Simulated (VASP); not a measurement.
# TiW2C3 (P-3m1) in VASP: further runs

The runs below take TiW2C3 through single point, with PBE.

All numbers are computed with VASP 6.6.1; they aren't measurements. Logs are shortened: lines on timing, memory, paths and dates and some standing lists are left out, and cuts for length are marked.

## Step 1: The cell of the first run

It takes space group P-3m1 (No. 164, trigonal). The conventional cell has a = 3.054 Å, b = 3.054 Å, c = 7.688 Å, α = 90.00°, β = 90.00°, γ = 120.00°. Ti (site symmetry -3m) has 6 C at 2.17 Å within 2.9 Å. Within 2.9 Å of W (site symmetry 3m) lie 6 C at 2.16 to 2.21 Å. C (site symmetry 3m) has 3 W at 2.16 Å and 3 Ti at 2.17 Å within 2.9 Å. Within 2.9 Å of C (site symmetry -3m) lie 6 W at 2.21 Å.

## Step 2: Single point, PBE

INCAR reads:

```
PREC = Accurate
ENCUT = 520
EDIFF = 1E-6
ISMEAR = 0
SIGMA = 0.1
LREAL = F
LASPH = T
NELM = 60
ALGO = Normal
ISIF = 2
LWAVE = F
LCHARG = T
GGA = PE
LELF = T
LVHAR = T
NBANDS = 35
```

KPOINTS reads:

```
regular mesh
0
Gamma
  6 6 2
```

POSCAR reads:

```
TiW2C3
1.0
    3.0542544751      0.0000000026      0.0000000000
   -1.5271272397      2.6450619637      0.0000000000
    0.0000000000      0.0000000000      7.6875090845
Ti W C
1 2 3
Direct
    0.0000000000      0.0000000000      0.0000000000
    0.3333333333      0.6666666667      0.3272247803
    0.6666666667      0.3333333333      0.6727752197
    0.3333333333      0.6666666667      0.8359589286
    0.6666666667      0.3333333333      0.1640410714
    0.0000000000      0.0000000000      0.5000000000
```

Potentials or basis: VASP PAW PBE potentials, release 64 (Ti_sv, W_sv, C).

The run is started by

```console
$ cat potpaw_PBE.64/Ti_sv/POTCAR potpaw_PBE.64/W_sv/POTCAR potpaw_PBE.64/C/POTCAR > POTCAR
$ mpirun -np 1 vasp_std > vasp.out
```

OUTCAR:

```text
PREC = Accurate
   ENCUT = 520
   EDIFF = 1E-6
   ISMEAR = 0
   LREAL = F
   LASPH = T
   NELM = 60
   ISIF = 2
   GGA = PE

 ion  position               nearest neighbor table
   1  0.000  0.000  0.000-   4 2.17   5 2.17   4 2.17   5 2.17   5 2.17   4 2.17   2 3.07   3 3.07
                             2 3.07   3 3.07   2 3.07   3 3.07
   2  0.333  0.667  0.327-   5 2.16   5 2.16   5 2.16   6 2.21   6 2.21   6 2.21   1 3.07   1 3.07
                             1 3.07   3 3.19   3 3.19   3 3.19
   3  0.667  0.333  0.673-   4 2.16   4 2.16   4 2.16   6 2.21   6 2.21   6 2.21   1 3.07   1 3.07
                             1 3.07   2 3.19   2 3.19   2 3.19
   4  0.333  0.667  0.836-   3 2.16   3 2.16   3 2.16   1 2.17   1 2.17   1 2.17
   5  0.667  0.333  0.164-   2 2.16   2 2.16   2 2.16   1 2.17   1 2.17   1 2.17
   6  0.000  0.000  0.500-   2 2.21   3 2.21   2 2.21   3 2.21   3 2.21   2 2.21

  LATTYP: Found a hexagonal cell.
 ALAT       =     3.0542544751
 C/A-ratio  =     2.5169838162

  Lattice vectors:

 A1 = (   3.0542544751,   0.0000000026,   0.0000000000)
 A2 = (  -1.5271272397,   2.6450619637,   0.0000000000)
 A3 = (   0.0000000000,   0.0000000000,   7.6875090845)

Analysis of symmetry for initial positions (statically):
=====================================================================
 Subroutine PRICEL returns:
 Original cell was already a primitive cell.

 Routine SETGRP: Setting up the symmetry group for a
 hexagonal supercell.

 Subroutine GETGRP returns: Found 12 space group operations
 (whereof 12 operations were pure point group operations)
 out of a pool of 24 trial point group operations.

The static configuration has the point symmetry D_3d.

Analysis of symmetry for dynamics (positions and initial velocities):
=====================================================================
 Subroutine PRICEL returns:
 Original cell was already a primitive cell.

 Routine SETGRP: Setting up the symmetry group for a
 hexagonal supercell.

 Subroutine GETGRP returns: Found 12 space group operations
 (whereof 12 operations were pure point group operations)
 out of a pool of 24 trial point group operations.

The dynamic configuration has the point symmetry D_3d.

 Subroutine INISYM returns: Found 12 space group operations
 (whereof 12 operations are pure point group operations),
 and found     1 'primitive' translations

[... 93 lines left out ...]
   EDIFFG = 0.1E-04   stopping-criterion for IOM
   NSW    =      0    number of steps for IOM
   IBRION =     -1    ionic relax: 0-MD 1-quasi-New 2-CG
   NFREE  =      0    steps in history (QN), initial steepest desc. (CG)
   ISIF   =      2    stress and relaxation
   ISYM   =      2    0-nonsym 1-usesym 2-fastsym
   POTIM  = 0.5000    time-step for ionic-motion
   TEBEG  =    0.0;   TEEND  =   0.0 temperature during run
   PSTRESS=    0.0 pullay stress
   NELECT =      52.0000    total number of electrons
   NUPDOWN=      -1.0000    fix difference up-down
   EMIN   =  10.00;   EMAX   =-10.00  energy-range for DOS
   EFERMI =   0.00;   METHOD = LEGACY
   ISMEAR =     0;   SIGMA  =   0.10  broadening in eV -4-tet -1-fermi 0-gaus
   EFERMI_NEDOS =   21; number of points for ismear=-14 and -15
   IALGO  =     38    algorithm
   IMIX   =      4    mixing-type and parameters
     AMIX     =   0.40;   BMIX     =  1.00
     AMIX_MAG =   1.60;   BMIX_MAG =  1.00
  volume/ion in A,a.u.               =      10.35        69.85
  Fermi-wavevector in a.u.,A,eV,Ry     =   1.543004  2.915855 32.393584  2.380861
  Thomas-Fermi vector in A             =   2.648728
   LORBIT       =      0    0 simple, 1 ext, 2 COOP (PROOUT), +10 PAW based schemes
   GGA     = PE    functional components
   LHFCALC =     F    Hartree Fock is set to
   AEXX    =    0.0000 exact exchange contribution
   IVDW    =     0    specifies the selected vdW correction
   LEPSILON=     F    determine dielectric tensor
   LRPA    =     F    only Hartree local field effects (RPA)
 non-spin polarized calculation
 Gauss-broadening in eV      SIGMA  =   0.10
  energy-cutoff  :      520.00
  volume of cell :       62.11
 maximum number of plane-waves:      1697
 NGX is ok and might be reduce to    24
   NGX = 11   NGY = 11   NGZ = 29

 number of electron      51.9999999 magnetization

 Free energy of the ion-electron system (eV)
  ---------------------------------------------------
  ext. energy  EPLUGINS =         0.00000000
  ---------------------------------------------------
  free energy    TOTEN  =       -62.41736622 eV

  energy without entropy =      -62.38971395  energy(sigma->0) =      -62.40354009

 E-fermi :  11.7575     XC(G=0): -13.4198

 val. band max:       11.7465710940   @ k =   0.3333   0.1667   0.0000
 cond. band min:      11.7711525863   @ k =   0.3333   0.1667   0.5000
 fundamental gap:      0.0245814923
 Fermi energy:        11.7574530757

 k-point     1 :       0.0000    0.0000    0.0000
  band No.  band energies     occupation
      1     -63.5825      2.00000
      2     -63.5700      2.00000
      3     -45.7502      2.00000
      4     -27.9346      2.00000
      5     -27.7025      2.00000
      6     -27.6275      2.00000
[... 521 lines left out ...]
     34      16.5078      0.00000
     35      16.5078      0.00000

------------------------ aborting loop because EDIFF is reached ----------------------------------------

  FORCE on cell =-STRESS in cart. coord.  units (eV):
  Direction    XX          YY          ZZ          XY          YZ          ZX
  --------------------------------------------------------------------------------------
  -------------------------------------------------------------------------------------
  Total        0.2683258      0.2683258      0.2437413      0.0000000      0.0000000     -0.0000000
  in kB        6.9222345      6.9222345      6.2880058      0.0000000      0.0000000     -0.0000000
  external PRESSURE =       6.7108249 kB  Pullay stress =       0.0000000 kB

 VOLUME and BASIS-vectors are now :
 -----------------------------------------------------------------------------
  energy-cutoff  :      520.00
  volume of cell :       62.11
      direct lattice vectors                 reciprocal lattice vectors
     3.054254475  0.000000003  0.000000000     0.327412142  0.189031489  0.000000000
    -1.527127240  2.645061964  0.000000000    -0.000000000  0.378062977  0.000000000
     0.000000000  0.000000000  7.687509085     0.000000000  0.000000000  0.130081147

 POSITION                                       TOTAL-FORCE (eV/Angst)
 -----------------------------------------------------------------------------------
      0.00000      0.00000      0.00000        -0.000000      0.000000      0.000000
     -0.00000      1.76337      2.51554        -0.000000     -0.000000     -0.013631
      1.52713      0.88169      5.17197         0.000000      0.000000      0.013631
     -0.00000      1.76337      6.42644         0.000000      0.000000      0.008679
      1.52713      0.88169      1.26107        -0.000000     -0.000000     -0.008679
      0.00000      0.00000      3.84375        -0.000000      0.000000      0.000000
 -----------------------------------------------------------------------------------
    total drift:                                0.000000      0.000000      0.000000

  FREE ENERGIE OF THE ION-ELECTRON SYSTEM (eV)
  ---------------------------------------------------
  free  energy   TOTEN  =       -62.4173662182 eV

  energy  without entropy=      -62.3897139539  energy(sigma->0) =      -62.40354009
```

stdout:

```text
POSCAR found type information on POSCAR TiW C
 POSCAR found :  3 types and       6 ions
 scaLAPACK will be used
 LDA part: xc-table for (Slater+PW92), standard interpolation
 POSCAR, INCAR and KPOINTS ok, starting setup
 FFT: planning ... GRIDC
 FFT: planning ... GRID_SOFT
 FFT: planning ... GRID
 WAVECAR not read
 entering main loop
```

Run time: 16 s. Hardware: 1 thread of Intel Xeon 6975P-C (Granite Rapids), shared host; peak memory 0.19 GiB.

What came out:

```yaml
Free_energy: -62.4174 eV
Pressure: 0.7 GPa
Largest_force: 0.014 eV/Å
Band_gap_on_the_k_mesh: zero (band 26 reaches 12.44 eV, above the bottom of band 27 at 11.07 eV)
```

Forces on the atoms (eV/Å):
```
Ti   0.000  0.000  0.000
W    0.000  0.000 -0.014
W    0.000  0.000  0.014
C    0.000  0.000  0.009
C    0.000  0.000 -0.009
C    0.000  0.000  0.000
```

Caveat: the k points lie up to 0.41 Å⁻¹ apart; spin-orbit coupling is left out, which moves the levels of the heavy elements.

## Step 3: Single point, PBE

This run uses another cell than the first one, of 14.56 Å³/atom, 1.407 times its volume.

INCAR reads:

```
SYSTEM = TiW2C3
PREC = Accurate
ENCUT = 520
EDIFF = 1E-7
ISMEAR = 0
SIGMA = 0.1
LREAL = .FALSE.
LASPH = .TRUE.
NELM = 60
ALGO = Normal
ISIF = 2
LWAVE = .FALSE.
LCHARG = .FALSE.
GGA = PE
NBANDS = 35
```

KPOINTS reads:

```
Automatic mesh
0
G
  6 6 2
  0 0 0
```

POSCAR reads:

```
TiW2C3
1.0
    3.4533673300      0.0000000000      0.0000000000
   -1.7266836700      2.9907038400      0.0000000000
    0.0000000000      0.0000000000      8.4589878600
Ti W C
1 2 3
Direct
    0.0000000000      0.0000000000      0.0000000000
    0.3333333300      0.6666666700      0.3333333300
    0.6666666700      0.3333333300      0.6666666700
    0.3333333300      0.6666666700      0.8333333300
    0.6666666700      0.3333333300      0.1666666700
    0.0000000000      0.0000000000      0.5000000000
```

Potentials or basis: VASP PAW PBE potentials, release 64 (Ti_sv, W_sv, C).

The run is started by

```console
$ cat potpaw_PBE.64/Ti_sv/POTCAR potpaw_PBE.64/W_sv/POTCAR potpaw_PBE.64/C/POTCAR > POTCAR
$ mpirun -np 1 vasp_std > vasp.out
```

OUTCAR:

```text
SYSTEM = TiW2C3
   PREC = Accurate
   ENCUT = 520
   EDIFF = 1E-7
   ISMEAR = 0
   LREAL = .FALSE.
   LASPH = .TRUE.
   NELM = 60
   ISIF = 2
   GGA = PE

 ion  position               nearest neighbor table
   1  0.000  0.000  0.000-   4 2.44   5 2.44   5 2.44   4 2.44   5 2.44   4 2.44
   2  0.333  0.667  0.333-   5 2.44   5 2.44   6 2.44   5 2.44   6 2.44   6 2.44   3 3.45   3 3.45
                             3 3.45
   3  0.667  0.333  0.667-   4 2.44   4 2.44   6 2.44   4 2.44   6 2.44   6 2.44   2 3.45   2 3.45
                             2 3.45
   4  0.333  0.667  0.833-   3 2.44   3 2.44   1 2.44   3 2.44   1 2.44   1 2.44
   5  0.667  0.333  0.167-   2 2.44   2 2.44   1 2.44   2 2.44   1 2.44   1 2.44
   6  0.000  0.000  0.500-   2 2.44   3 2.44   3 2.44   2 2.44   3 2.44   2 2.44

  LATTYP: Found a hexagonal cell.
 ALAT       =     3.4533673300
 C/A-ratio  =     2.4494897448

  Lattice vectors:

 A1 = (   3.4533673300,   0.0000000000,   0.0000000000)
 A2 = (  -1.7266836700,   2.9907038400,   0.0000000000)
 A3 = (   0.0000000000,   0.0000000000,   8.4589878600)

Analysis of symmetry for initial positions (statically):
[... 176 lines left out ...]
 Fermi energy:         7.3613861409

 k-point     1 :       0.0000    0.0000    0.0000
  band No.  band energies     occupation
      1     -68.2207      2.00000
      2     -68.2174      2.00000
      3     -50.7777      2.00000
      4     -32.2654      2.00000
      5     -32.2400      2.00000
      6     -32.2400      2.00000
[... 521 lines left out ...]
     34      10.0810      0.00000
     35      10.0810      0.00000

------------------------ aborting loop because EDIFF is reached ----------------------------------------

  FORCE on cell =-STRESS in cart. coord.  units (eV):
  Direction    XX          YY          ZZ          XY          YZ          ZX
  --------------------------------------------------------------------------------------
  -------------------------------------------------------------------------------------
  Total      -29.5921663    -29.5921663    -28.1097939      0.0000000      0.0000000      0.0000000
  in kB     -542.6911690   -542.6911703   -515.5059207      0.0000009      0.0000000      0.0000000
  external PRESSURE =    -533.6294200 kB  Pullay stress =       0.0000000 kB

 VOLUME and BASIS-vectors are now :
 -----------------------------------------------------------------------------
  energy-cutoff  :      520.00
  volume of cell :       87.36
      direct lattice vectors                 reciprocal lattice vectors
     3.453367330  0.000000000  0.000000000     0.289572439  0.167184726  0.000000000
    -1.726683670  2.990703840  0.000000000     0.000000000  0.334369451  0.000000000
     0.000000000  0.000000000  8.458987860     0.000000000  0.000000000  0.118217453

 POSITION                                       TOTAL-FORCE (eV/Angst)
 -----------------------------------------------------------------------------------
      0.00000      0.00000      0.00000         0.000000      0.000000      0.000000
     -0.00000      1.99380      2.81966        -0.000000      0.000000     -0.307454
      1.72668      0.99690      5.63933         0.000000     -0.000000      0.307454
     -0.00000      1.99380      7.04916         0.000000      0.000000     -0.976214
      1.72668      0.99690      1.40983         0.000000     -0.000000      0.976214
      0.00000      0.00000      4.22949         0.000000      0.000000      0.000000
 -----------------------------------------------------------------------------------
    total drift:                                0.000000     -0.000000      0.000000

  FREE ENERGIE OF THE ION-ELECTRON SYSTEM (eV)
  ---------------------------------------------------
  free  energy   TOTEN  =       -56.7178849616 eV

  energy  without entropy=      -56.6825076161  energy(sigma->0) =      -56.70019629
```

OSZICAR:

```text
N       E                     dE             d eps       ncg     rms          rms(c)
DAV:   1     0.591269311001E+03    0.59127E+03   -0.27884E+04   988   0.162E+03
DAV:   2    -0.176123742075E+02   -0.60888E+03   -0.59260E+03  1016   0.496E+02
DAV:   3    -0.678429103755E+02   -0.50231E+02   -0.48891E+02  1461   0.130E+02
DAV:   4    -0.702073273428E+02   -0.23644E+01   -0.23297E+01  1368   0.230E+01
DAV:   5    -0.702756765426E+02   -0.68349E-01   -0.68263E-01  1440   0.403E+00    0.277E+01
DAV:   6    -0.592764355081E+02    0.10999E+02   -0.11305E+02  1379   0.482E+01    0.124E+01
DAV:   7    -0.582265663092E+02    0.10499E+01   -0.35476E+01  1338   0.280E+01    0.749E+00
DAV:   8    -0.569275345254E+02    0.12990E+01   -0.41263E+00  1330   0.941E+00    0.393E+00
DAV:   9    -0.568067753058E+02    0.12076E+00   -0.18482E+00  1444   0.685E+00    0.312E+00
DAV:  10    -0.567503037598E+02    0.56472E-01   -0.15373E+00  1297   0.491E+00    0.130E+00
DAV:  11    -0.567229658223E+02    0.27338E-01   -0.27670E-01  1297   0.213E+00    0.714E-01
DAV:  12    -0.567215516771E+02    0.14141E-02   -0.93430E-03  1376   0.523E-01    0.524E-01
DAV:  13    -0.567180464347E+02    0.35052E-02   -0.26490E-02  1309   0.633E-01    0.101E-01
DAV:  14    -0.567179189366E+02    0.12750E-03   -0.84786E-04  1276   0.157E-01    0.500E-02
DAV:  15    -0.567179161611E+02    0.27755E-05   -0.38417E-05  1461   0.303E-02    0.447E-02
DAV:  16    -0.567178851630E+02    0.30998E-04   -0.12572E-04  1425   0.487E-02    0.495E-03
DAV:  17    -0.567178850097E+02    0.15334E-06   -0.72339E-06  1429   0.965E-03    0.366E-03
DAV:  18    -0.567178849616E+02    0.48052E-07   -0.18555E-07   906   0.256E-03
   1 F= -.56717885E+02 E0= -.56700196E+02  d E =-.353773E-01
```

It took 31 s on 1 thread of Intel Xeon 6975P-C (Granite Rapids), shared host; peak memory 0.22 GiB.

Results:

```
Free energy            : -56.7179 eV
Pressure               : -53.4 GPa
Largest force          : 0.976 eV/Å
Band gap on the k mesh : zero (band 26 reaches 7.57 eV, above the bottom of band 27 at 6.88 eV)
```

Forces on the atoms (eV/Å):
```
Ti   0.000  0.000  0.000
W    0.000  0.000 -0.307
W    0.000  0.000  0.307
C    0.000  0.000 -0.976
C    0.000  0.000  0.976
C    0.000  0.000  0.000
```

Stress tensor (GPa, compression positive):
```
-54.27   0.00   0.00
  0.00 -54.27   0.00
  0.00   0.00 -51.55
```

Levels at points of the mesh, in eV from the Fermi level:
| k point | band 24 | band 25 | band 26 | band 27 | band 28 | band 29 |
| --- | --- | --- | --- | --- | --- | --- |
| (0.00, 0.00, 0.00) | -1.10 | -0.13 | -0.13 | -0.09 | -0.09 | -0.09 |
| (0.50, 0.00, 0.00) | -1.41 | -1.39 | -0.11 | 0.40 | 0.67 | 0.70 |
| (0.00, 0.00, 0.50) | -1.66 | -1.03 | -1.03 | -0.38 | -0.38 | 0.12 |
| (0.50, 0.00, 0.50) | -2.12 | -1.17 | -0.92 | 0.67 | 0.82 | 1.00 |

Caveat: the k points lie up to 0.37 Å⁻¹ apart; spin-orbit coupling is left out, which moves the levels of the heavy elements.
